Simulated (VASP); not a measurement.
# Sn (Fd-3m) in VASP: single point with HSE06

Aim: the single point of Sn with HSE06.

All numbers are computed with VASP 6.6.1; they aren't measurements. Logs are shortened: lines on timing, memory, paths and dates and some standing lists are left out, and cuts for length are marked.

### Step 1. The cell of the first run

It takes space group Fd-3m (No. 227, cubic). Conventional cell: a = 6.540 Å, b = 6.540 Å, c = 6.540 Å, α = 90.00°, β = 90.00°, γ = 90.00°. Within 3.7 Å of Sn (site symmetry -43m) lie 4 Sn at 2.83 Å.

This isn't the form of Sn at room conditions, which is tetragonal (white tin).

### Step 2. Single point, HSE06, non-collinear spin, zero start, spin-orbit coupling

Input file POSCAR:

```
Sn
1.0
    0.0000000000      3.2701710852      3.2701710852
    3.2701710852      0.0000000000      3.2701710852
    3.2701710852      3.2701710852      0.0000000000
Sn
2
Direct
    0.0000000000      0.0000000000      0.0000000000
    0.2500000000      0.2500000000      0.2500000000
```

Input file INCAR.step1:

```
SYSTEM = Sn
PREC     = Accurate       ! precision mode
ENCUT    = 520            ! plane-wave cutoff, eV
EDIFF    = 1E-5           ! SCF threshold, eV
ISMEAR   = 0              ! smearing method
SIGMA    = 0.1            ! smearing width, eV
LREAL    = .False.        ! projectors in reciprocal space
LASPH    = .True.         ! aspherical terms in the spheres
NELM     = 150            ! most SCF steps
ALGO     = Normal         ! electronic algorithm
ISIF     = 2              ! what is computed and relaxed
LWAVE    = .True.         ! write WAVECAR
LCHARG   = .False.        ! write CHGCAR
MAGMOM   = 0 0 0 0 0 0    ! initial moments
LORBIT   = 11             ! projections on sites
LSORBIT  = .True.         ! spin-orbit coupling
GGA_COMPAT= .False.      
LORBMOM  = .True.       
GGA      = PE             ! functional
NBANDS   = 40             ! bands
KPAR     = 4
```

Input file INCAR.step2:

```
SYSTEM = Sn
PREC     = Accurate       ! precision mode
ENCUT    = 520            ! plane-wave cutoff, eV
EDIFF    = 1E-6           ! SCF threshold, eV
ISMEAR   = 0              ! smearing method
SIGMA    = 0.1            ! smearing width, eV
LREAL    = .False.        ! projectors in reciprocal space
LASPH    = .True.         ! aspherical terms in the spheres
NELM     = 150            ! most SCF steps
ALGO     = Normal         ! electronic algorithm
ISIF     = 2              ! what is computed and relaxed
LWAVE    = .False.        ! write WAVECAR
LCHARG   = .False.        ! write CHGCAR
MAGMOM   = 0 0 0 0 0 0    ! initial moments
LORBIT   = 11             ! projections on sites
LSORBIT  = .True.         ! spin-orbit coupling
GGA_COMPAT= .False.      
LORBMOM  = .True.       
GGA      = PE             ! functional
LHFCALC  = .True.         ! exact exchange
HFSCREEN = 0.2079         ! screening, 1/A
PRECFOCK = Normal       
ISTART   = 1            
NBANDS   = 40             ! bands
KPAR     = 4
```

Input file KPOINTS:

```
Automatic mesh
0
Gamma
  4 4 4
  0 0 0
```

Potentials or basis: VASP PAW PBE potentials, release 64 (Sn_d).

Started as:

```bash
cat potpaw_PBE.64/Sn_d/POTCAR > POTCAR
cp INCAR.step1 INCAR
mpirun -np 4 vasp_ncl > vasp.out
cp INCAR.step2 INCAR
mpirun -np 4 vasp_ncl > vasp.out
```

OUTCAR:

```text
SYSTEM = Sn
   PREC = Accurate
   ENCUT = 520
   EDIFF = 1E-6
   ISMEAR = 0
   LREAL = .False.
   LASPH = .True.
   NELM = 150
   ISIF = 2
   LORBIT = 11
   LSORBIT = .True.
   GGA = PE
   LHFCALC = .True.
   HFSCREEN = 0.2079
   PRECFOCK = Normal
   ISTART = 1

 ion  position               nearest neighbor table
   1  0.000  0.000  0.000-   2 2.83   2 2.83   2 2.83   2 2.83
   2  0.250  0.250  0.250-   1 2.83   1 2.83   1 2.83   1 2.83

  LATTYP: Found a face centered cubic cell.
 ALAT       =     6.5403421704

  Lattice vectors:

 A1 = (   0.0000000000,   3.2701710852,   3.2701710852)
 A2 = (   3.2701710852,   0.0000000000,   3.2701710852)
 A3 = (   3.2701710852,   3.2701710852,   0.0000000000)

Analysis of symmetry for initial positions (statically):
=====================================================================
 Subroutine PRICEL returns:
 Original cell was already a primitive cell.

 Routine SETGRP: Setting up the symmetry group for a
 face centered cubic supercell.

 Subroutine GETGRP returns: Found 48 space group operations
 (whereof 24 operations were pure point group operations)
 out of a pool of 48 trial point group operations.

The static configuration has the point symmetry T_d .
 The point group associated with its full space group is O_h .

Analysis of symmetry for dynamics (positions and initial velocities):
=====================================================================
 Subroutine PRICEL returns:
 Original cell was already a primitive cell.

 Routine SETGRP: Setting up the symmetry group for a
 face centered cubic supercell.

 Subroutine GETGRP returns: Found 48 space group operations
 (whereof 24 operations were pure point group operations)
 out of a pool of 48 trial point group operations.

The dynamic configuration has the point symmetry T_d .
 The point group associated with its full space group is O_h .

Analysis of structural, dynamic, and magnetic symmetry:
=====================================================================
 Subroutine PRICEL returns:
 Original cell was already a primitive cell.

 Routine SETGRP: Setting up the symmetry group for a
 face centered cubic supercell.

 Subroutine GETGRP returns: Found 48 space group operations
 (whereof 24 operations were pure point group operations)
 out of a pool of 48 trial point group operations.

The overall configuration has the point symmetry T_d .
 The point group associated with its full space group is O_h .

 Subroutine INISYM returns: Found 48 space group operations
 (whereof 24 operations are pure point group operations),
 and found     1 'primitive' translations

----------------------------------------------------------------------------------------

                                     Primitive cell

  volume of cell :      69.9425

  direct lattice vectors                    reciprocal lattice vectors
     0.000000000  3.270171085  3.270171085    -0.152897199  0.152897199  0.152897199
     3.270171085  0.000000000  3.270171085     0.152897199 -0.152897199  0.152897199
     3.270171085  3.270171085  0.000000000     0.152897199  0.152897199 -0.152897199

  length of vectors
     4.624720300  4.624720300  4.624720300     0.264825717  0.264825717  0.264825717

  position of ions in fractional coordinates (direct lattice)
     0.000000000  0.000000000  0.000000000
     0.250000000  0.250000000  0.250000000

  ion indices of the primitive-cell ions
   primitive index   ion index
                 1           1
                 2           2

----------------------------------------------------------------------------------------

 KPOINTS: Automatic mesh

Automatic generation of k-mesh.
 Grid dimensions read from file:
 generate k-points for:    4    4    4

 Generating k-lattice:

  Cartesian coordinates                     Fractional coordinates (reciprocal lattice)
    -0.038224300  0.038224300  0.038224300     0.250000000  0.000000000  0.000000000
     0.038224300 -0.038224300  0.038224300     0.000000000  0.250000000  0.000000000
     0.038224300  0.038224300 -0.038224300     0.000000000  0.000000000  0.250000000

  Length of vectors
[... 74 lines left out ...]
   IVDW    =     0    specifies the selected vdW correction
   LEPSILON=     F    determine dielectric tensor
   LRPA    =     F    only Hartree local field effects (RPA)
 Gauss-broadening in eV      SIGMA  =   0.10
  energy-cutoff  :      520.00
  volume of cell :       69.94
 maximum number of plane-waves:      3786
 NGX is ok and might be reduce to    36
  NGX = 28; NGY = 28; NGZ = 28

 number of electron      27.9999986 magnetization      -0.0000005     -0.0000005     -0.0000003

 number of electron      27.9999986 magnetization       0.0000000     -0.0000000      0.0000000

 number of electron      27.9999986 magnetization       0.0000000      0.0000000      0.0000000

 number of electron      27.9999986 magnetization      -0.0000000      0.0000000     -0.0000000

 Free energy of the ion-electron system (eV)
  ---------------------------------------------------
  ext. energy  EPLUGINS =         0.00000000
  ---------------------------------------------------
  free energy    TOTEN  =        -8.97717367 eV

  energy without entropy =       -8.97470952  energy(sigma->0) =       -8.97594160

 E-fermi :   5.4596     XC(G=0):  -7.3146

 val. band max:        4.9346396841   @ k =   0.0000   0.0000   0.0000
 cond. band min:       5.4731876495   @ k =   0.0000   0.0000   0.0000
 fundamental gap:      0.5385479654
 Fermi energy:         5.4595755821

 k-point     1 :       0.0000    0.0000    0.0000
  band No.  band energies     occupation
      1     -19.0883      1.00000
      2     -19.0883      1.00000
      3     -19.0883      1.00000
      4     -19.0883      1.00000
      5     -18.9962      1.00000
      6     -18.9962      1.00000
[... 333 lines left out ...]
     39      15.1802      0.00000
     40      15.1802      0.00000

------------------------ aborting loop because EDIFF is reached ----------------------------------------

  FORCE on cell =-STRESS in cart. coord.  units (eV):
  Direction    XX          YY          ZZ          XY          YZ          ZX
  --------------------------------------------------------------------------------------
  -------------------------------------------------------------------------------------
  Total        0.3382702      0.3382702      0.3382702      0.0000000      0.0000000      0.0000000
  in kB        7.7487729      7.7487729      7.7487729      0.0000000      0.0000000      0.0000000
  external PRESSURE =       7.7487729 kB  Pullay stress =       0.0000000 kB

 VOLUME and BASIS-vectors are now :
 -----------------------------------------------------------------------------
  energy-cutoff  :      520.00
  volume of cell :       69.94
      direct lattice vectors                 reciprocal lattice vectors
     0.000000000  3.270171085  3.270171085    -0.152897199  0.152897199  0.152897199
     3.270171085  0.000000000  3.270171085     0.152897199 -0.152897199  0.152897199
     3.270171085  3.270171085  0.000000000     0.152897199  0.152897199 -0.152897199

 POSITION                                       TOTAL-FORCE (eV/Angst)
 -----------------------------------------------------------------------------------
      0.00000      0.00000      0.00000         0.000000      0.000000      0.000000
      1.63509      1.63509      1.63509        -0.000000     -0.000000     -0.000000
 -----------------------------------------------------------------------------------
    total drift:                                0.000002     -0.000001      0.000002

  FREE ENERGIE OF THE ION-ELECTRON SYSTEM (eV)
  ---------------------------------------------------
  free  energy   TOTEN  =        -8.9771736661 eV

  energy  without entropy=       -8.9747095244  energy(sigma->0) =       -8.97594160

 orbital moment (x)

 # of ion     p       d       tot
 ----------------------------------------
  1         0.000   0.000   0.000
  2        -0.000   0.000  -0.000
 ----------------------------------------
           -0.000   0.000   0.000

 orbital moment (y)

 # of ion     p       d       tot
 ----------------------------------------
  1         0.000   0.000   0.000
  2        -0.000   0.000  -0.000
 ----------------------------------------
           -0.000   0.000   0.000

 orbital moment (z)

 # of ion     p       d       tot
 ----------------------------------------
  1         0.000   0.000   0.000
  2        -0.000   0.000   0.000
 ----------------------------------------
           -0.000   0.000   0.000

 Spin-Orbit-Coupling matrix elements

 Ion:    1  E_soc:     -0.1065949
 l=   1
     0.0000000    -0.0118753    -0.0118753
    -0.0118753     0.0000000    -0.0118751
    -0.0118753    -0.0118751     0.0000000
 l=   2
     0.0000000    -0.0011803     0.0000000    -0.0011803    -0.0047103
    -0.0011803     0.0000000    -0.0035327    -0.0011802    -0.0011776
     0.0000000    -0.0035327     0.0000000    -0.0035327     0.0000000
    -0.0011803    -0.0011802    -0.0035327     0.0000000    -0.0011776
    -0.0047103    -0.0011776     0.0000000    -0.0011776     0.0000000
 l=   3
     0.0000000     0.0000000     0.0000000     0.0000000     0.0000000     0.0000000     0.0000000
     0.0000000     0.0000000     0.0000000     0.0000000     0.0000000     0.0000000     0.0000000
     0.0000000     0.0000000     0.0000000     0.0000000     0.0000000     0.0000000     0.0000000
     0.0000000     0.0000000     0.0000000     0.0000000     0.0000000     0.0000000     0.0000000
     0.0000000     0.0000000     0.0000000     0.0000000     0.0000000     0.0000000     0.0000000
     0.0000000     0.0000000     0.0000000     0.0000000     0.0000000     0.0000000     0.0000000
     0.0000000     0.0000000     0.0000000     0.0000000     0.0000000     0.0000000     0.0000000

 Ion:    2  E_soc:     -0.1065949
 l=   1
     0.0000000    -0.0118753    -0.0118753
    -0.0118753     0.0000000    -0.0118751
    -0.0118753    -0.0118751     0.0000000
 l=   2
     0.0000000    -0.0011803     0.0000000    -0.0011803    -0.0047103
    -0.0011803     0.0000000    -0.0035327    -0.0011802    -0.0011776
     0.0000000    -0.0035327     0.0000000    -0.0035327     0.0000000
    -0.0011803    -0.0011802    -0.0035327     0.0000000    -0.0011776
    -0.0047103    -0.0011776     0.0000000    -0.0011776     0.0000000
 l=   3
     0.0000000     0.0000000     0.0000000     0.0000000     0.0000000     0.0000000     0.0000000
     0.0000000     0.0000000     0.0000000     0.0000000     0.0000000     0.0000000     0.0000000
     0.0000000     0.0000000     0.0000000     0.0000000     0.0000000     0.0000000     0.0000000
     0.0000000     0.0000000     0.0000000     0.0000000     0.0000000     0.0000000     0.0000000
     0.0000000     0.0000000     0.0000000     0.0000000     0.0000000     0.0000000     0.0000000
     0.0000000     0.0000000     0.0000000     0.0000000     0.0000000     0.0000000     0.0000000
     0.0000000     0.0000000     0.0000000     0.0000000     0.0000000     0.0000000     0.0000000

 total charge

# of ion       s       p       d       tot
------------------------------------------
    1        1.161   1.256   9.971  12.388
    2        1.161   1.256   9.971  12.388
--------------------------------------------------
tot          2.322   2.512  19.942  24.776

 magnetization (x)

# of ion       s       p       d       tot
------------------------------------------
    1       -0.000   0.000   0.000  -0.000
    2       -0.000  -0.000   0.000  -0.000
--------------------------------------------------
tot         -0.000  -0.000   0.000  -0.000

 magnetization (y)

# of ion       s       p       d       tot
------------------------------------------
    1        0.000   0.000  -0.000   0.000
    2        0.000  -0.000  -0.000   0.000
--------------------------------------------------
tot          0.000   0.000  -0.000   0.000

 magnetization (z)

# of ion       s       p       d       tot
------------------------------------------
    1        0.000  -0.000  -0.000  -0.000
    2       -0.000  -0.000  -0.000  -0.000
--------------------------------------------------
tot         -0.000  -0.000  -0.000  -0.000
```

Run time: 33 min. Hardware: 4 MPI ranks of Intel Xeon Platinum 8259CL at 2.50GHz (Skylake/Cascade Lake), shared host; peak memory 0.53 GiB.

What came out:

| Item | Value |
| --- | --- |
| Free energy | -8.9772 eV |
| Pressure | 0.8 GPa |
| Net moment | 0.00 μB per cell |
| Valence electrons inside the program's atomic spheres | Sn 12.39 |

Moments on the atoms (μB; x, y, z):
```
Sn  0.00 0.00 0.00
Sn  0.00 0.00 0.00
```

Caveat: the k points lie up to 0.42 Å⁻¹ apart; the PAW data sets were made with another functional, which shifts forces and pressure a little.
